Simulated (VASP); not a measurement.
## Cu2Ni: single point with PBE

Cu2Ni:

```
CELL_PARAMETERS angstrom
2.52666 0.00000 0.00000
-1.26333 2.18815 0.00000
0.00000 0.00000 12.55282
ATOMIC_POSITIONS crystal
Cu 0.33333 0.66667 0.83054
Cu 0.33333 0.66667 0.16946
Cu 0.33333 0.66667 0.50000
Cu 0.66667 0.33333 0.00000
Ni 0.66667 0.33333 0.33452
Ni 0.66667 0.33333 0.66548
```

- Program: VASP 6.6.1
- Task: single point
- Functional: PBE
- Potentials or basis: VASP PAW PBE potentials, release 64 (Cu, Ni)
- Cutoff: 600 eV
- k mesh: 18 × 18 × 4
- Occupations: fermi-dirac, width 0.15 eV
- Spin: no spin polarisation
- Dipole correction: no
- Further INCAR settings: ALGO = Normal; EDIFF = 1e-06; NBANDS = 41

The pressure is 0.3 GPa and the largest force is 0.011 eV/Å. The band gap on the k mesh is zero (bands 32 and 33 overlap by 4.40 eV).

Forces on the atoms (eV/Å):
```
Cu   0.000  0.000 -0.011
Cu   0.000  0.000  0.011
Cu   0.000  0.000  0.000
Cu   0.000  0.000  0.000
Ni   0.000  0.000  0.000
Ni   0.000  0.000  0.000
```

Stress tensor (GPa, compression positive):
```
0.33 0.00 0.00
0.00 0.33 0.00
0.00 0.00 0.25
```

Levels at points of the mesh, in eV from the Fermi level:
| k point | band 29 | band 30 | band 31 | band 32 | band 33 | band 34 | band 35 | band 36 | band 37 | band 38 |
| --- | --- | --- | --- | --- | --- | --- | --- | --- | --- | --- |
| (0.00, 0.00, 0.00) | -1.46 | -1.32 | -1.32 | -0.76 | -0.43 | -0.43 | -0.41 | -0.41 | 4.31 | 8.93 |
| (0.50, 0.00, 0.00) | 0.03 | 0.04 | 0.13 | 0.42 | 0.72 | 1.44 | 1.93 | 2.44 | 5.69 | 5.85 |
| (0.00, 0.00, 0.50) | -1.44 | -1.44 | -1.33 | -1.33 | -0.43 | -0.43 | -0.41 | -0.41 | 5.54 | 6.22 |
| (0.50, 0.00, 0.50) | 0.03 | 0.04 | 0.32 | 0.68 | 0.83 | 0.99 | 2.00 | 2.46 | 5.37 | 5.72 |

Run time: 16 min on 1 thread of Oxide Virtual Turin-like Processor, with other jobs on the host, peak memory 0.38 GiB.

Spin polarisation is off, so any magnetic state and its effect on volume and gap are missing.
